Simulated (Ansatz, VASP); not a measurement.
## One calculation of Se, two programs

```
Se
1.0
     0.00000    3.39545    2.64845
     3.39545    0.00000    2.64845
     3.39545    3.39545    0.00000
Se
2
Direct
  0.50000 0.50000 0.50000
  0.75000 0.75000 0.75000
```

Alike in both runs: task single point; functional PBE; k mesh 14 × 14 × 14; occupations gaussian, width 0.15 eV; no spin polarisation.

|  | VASP | Ansatz |
| --- | --- | --- |
| version | VASP 6.6.1 | Ansatz 0.2.0 |
| potentials or method | VASP PAW PBE potentials, release 64 (Se), cutoff 520 eV | scalar-relativistic, plane waves, PAW |
| valence electrons in the cell | 12 | 32 |

```tsv
	VASP	Ansatz	Ansatz less VASP
gap on the k mesh at the Fermi level (eV)	none	none	-
pressure (GPa)	-0.3	-0.3	-0.02
traceless stress, the component that is largest in VASP (GPa)	-2.26	-2.25	+0.007
```

A gap of «none» marks a metal or a gap that the smearing closes. VASP's potentials hold 12 valence electrons a cell and Ansatz's 32, so a difference there can come from the potentials and not from the codes.
